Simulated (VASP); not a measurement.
# Ag (Fd-3m) in VASP: further runs, part 2 of 3

VASP 6.6.1. Earlier steps stand in the parts before.

### 4 Relaxation of cell and atoms, PBE

INCAR

```
SYSTEM = Ag
PREC     = Accurate       ! precision mode
ENCUT    = 600            ! plane-wave cutoff, eV
EDIFF    = 1E-7           ! SCF threshold, eV
ISMEAR   = 0              ! smearing method
SIGMA    = 0.1            ! smearing width, eV
LREAL    = .FALSE.        ! projectors in reciprocal space
LASPH    = .TRUE.         ! aspherical terms in the spheres
NELM     = 80             ! most SCF steps
ALGO     = Normal         ! electronic algorithm
ISIF     = 3              ! what is computed and relaxed
LWAVE    = .FALSE.        ! write WAVECAR
LCHARG   = .FALSE.        ! write CHGCAR
GGA      = PE             ! functional
IBRION   = 2              ! ionic algorithm
NSW      = 90             ! ionic steps
EDIFFG   = -0.04          ! ionic threshold
```

KPOINTS

```
regular mesh
0
G
  6 6 6
  0 0 0
```

POSCAR

```
Ag
1.0
    0.0000000000      2.7070612243      2.7070612243
    2.7070612243      0.0000000000      2.7070612243
    2.7070612243      2.7070612243      0.0000000000
Ag
2
Direct
    0.5000000000      0.5000000000      0.5000000000
    0.7500000000      0.7500000000      0.7500000000
```

Potentials or basis: VASP PAW PBE potentials, release 64 (Ag).

Launch:

```console
$ cat potpaw_PBE.64/Ag/POTCAR > POTCAR
$ mpirun -np 1 vasp_std > vasp.out
```

OUTCAR:

```text
SYSTEM = Ag
   PREC = Accurate
   ENCUT = 600
   EDIFF = 1E-7
   ISMEAR = 0
   LREAL = .FALSE.
   LASPH = .TRUE.
   NELM = 80
   ISIF = 3
   GGA = PE
   IBRION = 2
   NSW = 90
   EDIFFG = -0.04

 ion  position               nearest neighbor table
   1  0.500  0.500  0.500-   2 2.34   2 2.34   2 2.34   2 2.34
   2  0.750  0.750  0.750-   1 2.34   1 2.34   1 2.34   1 2.34

  LATTYP: Found a face centered cubic cell.
 ALAT       =     5.4141224486

  Lattice vectors:

 A1 = (   0.0000000000,   2.7070612243,   2.7070612243)
 A2 = (   2.7070612243,   0.0000000000,   2.7070612243)
 A3 = (   2.7070612243,   2.7070612243,   0.0000000000)

Analysis of symmetry for initial positions (statically):
=====================================================================
 Subroutine PRICEL returns:
 Original cell was already a primitive cell.

 Routine SETGRP: Setting up the symmetry group for a
 face centered cubic supercell.

 Subroutine GETGRP returns: Found 48 space group operations
 (whereof 24 operations were pure point group operations)
 out of a pool of 48 trial point group operations.

The static configuration has the point symmetry T_d .
 The point group associated with its full space group is O_h .

Analysis of symmetry for dynamics (positions and initial velocities):
=====================================================================
 Subroutine PRICEL returns:
 Original cell was already a primitive cell.

 Routine SETGRP: Setting up the symmetry group for a
 face centered cubic supercell.

 Subroutine GETGRP returns: Found 48 space group operations
 (whereof 24 operations were pure point group operations)
 out of a pool of 48 trial point group operations.

The dynamic configuration has the point symmetry T_d .
 The point group associated with its full space group is O_h .

 Subroutine INISYM returns: Found 48 space group operations
 (whereof 24 operations are pure point group operations),
 and found     1 'primitive' translations

----------------------------------------------------------------------------------------

                                     Primitive cell

  volume of cell :      39.6757

[... 96 lines left out ...]
   IALGO  =     38    algorithm
   IMIX   =      4    mixing-type and parameters
     AMIX     =   0.40;   BMIX     =  1.00
     AMIX_MAG =   1.60;   BMIX_MAG =  1.00
  volume/ion in A,a.u.               =      19.84       133.87
  Fermi-wavevector in a.u.,A,eV,Ry     =   1.344955  2.541596 24.611620  1.808903
  Thomas-Fermi vector in A             =   2.472907
   LORBIT       =      0    0 simple, 1 ext, 2 COOP (PROOUT), +10 PAW based schemes
   GGA     = PE    functional components
   LHFCALC =     F    Hartree Fock is set to
   AEXX    =    0.0000 exact exchange contribution
   IVDW    =     0    specifies the selected vdW correction
   LEPSILON=     F    determine dielectric tensor
   LRPA    =     F    only Hartree local field effects (RPA)
 conjugate gradient relaxation of ions
 non-spin polarized calculation
 Gauss-broadening in eV      SIGMA  =   0.10
  energy-cutoff  :      600.00
  volume of cell :       39.68
 maximum number of plane-waves:      1363
 NGX is ok and might be reduce to    32
   NGX = 15   NGY = 15   NGZ = 15

--------------------------------------- Ionic step        1  -------------------------------------------

 number of electron      22.0000001 magnetization

 Free energy of the ion-electron system (eV)
  ---------------------------------------------------
  ext. energy  EPLUGINS =         0.00000000
  ---------------------------------------------------
  free energy    TOTEN  =        -2.21516223 eV

  energy without entropy =       -2.20871670  energy(sigma->0) =       -2.21193946

 E-fermi :   6.7510     XC(G=0): -11.0122

 val. band max:        6.5654750542   @ k =  -0.3333   0.3333   0.1667
 cond. band min:       6.7576209796   @ k =  -0.3333   0.3333   0.1667
 fundamental gap:      0.1921459253
 Fermi energy:         6.7509874487

 k-point     1 :       0.0000    0.0000    0.0000
  band No.  band energies     occupation
      1      -0.1262      2.00000
      2       0.4059      2.00000
      3       0.4059      2.00000
      4       0.5677      2.00000
      5       0.5677      2.00000
      6       0.5677      2.00000
      7       2.7977      2.00000
      8       2.7977      2.00000
      9       2.7977      2.00000
     10       4.0672      2.00000
     11       4.0672      2.00000
     12      18.3066      0.00000
     13      18.3066      0.00000
     14      18.3066      0.00000
[... 412 lines left out ...]
--------------------------------------- Ionic step        5  -------------------------------------------

 number of electron      22.0000004 magnetization

 Free energy of the ion-electron system (eV)
  ---------------------------------------------------
  ext. energy  EPLUGINS =         0.00000000
  ---------------------------------------------------
  free energy    TOTEN  =        -3.85772777 eV

  energy without entropy =       -3.85186808  energy(sigma->0) =       -3.85479793

 E-fermi :   2.8495     XC(G=0):  -8.7993

 val. band max:        2.7047014609   @ k =   0.5000   0.5000   0.0000
 cond. band min:       2.9237659241   @ k =  -0.3333   0.5000   0.1667
 fundamental gap:      0.2190644633
 Fermi energy:         2.8494884921

 k-point     1 :       0.0000    0.0000    0.0000
  band No.  band energies     occupation
      1      -2.0148      2.00000
      2      -1.8409      2.00000
      3      -1.8409      2.00000
      4      -1.8409      2.00000
      5      -1.8387      2.00000
      6      -1.8387      2.00000
      7      -0.6062      2.00000
      8      -0.6062      2.00000
      9      -0.6062      2.00000
     10      -0.0664      2.00000
     11      -0.0664      2.00000
     12      11.0132      0.00000
     13      11.0132      0.00000
     14      11.0132      0.00000
[... 298 lines left out ...]
  FREE ENERGIE OF THE ION-ELECTRON SYSTEM (eV)
  ---------------------------------------------------
  free  energy   TOTEN  =        -3.8577277727 eV

  energy  without entropy=       -3.8518680816  energy(sigma->0) =       -3.85479793

 reached required accuracy - stopping structural energy minimisation
```

CONTCAR:

```text
Ag
   1.00000000000000
     0.0000000000000000    3.1150106938743893    3.1150106938743893
     3.1150106938743893    0.0000000000000000    3.1150106938743893
     3.1150106938743893    3.1150106938743893    0.0000000000000000
  Ag
     2
Direct
     0.5000000000000000    0.5000000000000000    0.5000000000000000
     0.7500000000000000    0.7500000000000000    0.7500000000000000

  0.00000000E+00  0.00000000E+00  0.00000000E+00
  0.00000000E+00  0.00000000E+00  0.00000000E+00
```

Wall time 28 s (1 thread of Intel Xeon Platinum 8488C (Sapphire Rapids), shared host); peak memory 0.18 GiB.

What came out:

- Free energy: -3.8577 eV
- Relaxed volume: 30.23 Å³/atom
- Relaxed cell: a = 4.405 Å, b = 4.405 Å, c = 4.405 Å, α = 60.00°, β = 60.00°, γ = 60.00°
- Space group after relaxing (to 0.05 Å): Fd-3m (No. 227)
- Energy gained by relaxing: 821.3 meV/atom
- Ionic steps: 5
- Pressure after relaxing: 0.0 GPa
- Band gap on the k mesh: zero (band 11 reaches 2.92 eV, above the bottom of band 12 at 2.07 eV)

The path:
```
step  energy change (eV)  largest force (eV/Å)  pressure (GPa)  volume (Å³)
   1              0.0000                0.0000           39.85        39.68
   2             -1.4171                0.0000           -3.92        75.29
   3             -1.6390                0.0000            0.80        58.91
   4             -1.6420                0.0000           -0.28        61.01
   5             -1.6426                0.0000           -0.02        60.45
```

Final structure:
```
CELL_PARAMETERS angstrom
0.00000 3.11501 3.11501
3.11501 0.00000 3.11501
3.11501 3.11501 0.00000
ATOMIC_POSITIONS crystal
Ag 0.50000 0.50000 0.50000
Ag 0.75000 0.75000 0.75000
```

Caveat: the volume moved by over 15 % at a fixed basis, so the end points are rough.

(Continued in part 3 of 3.)
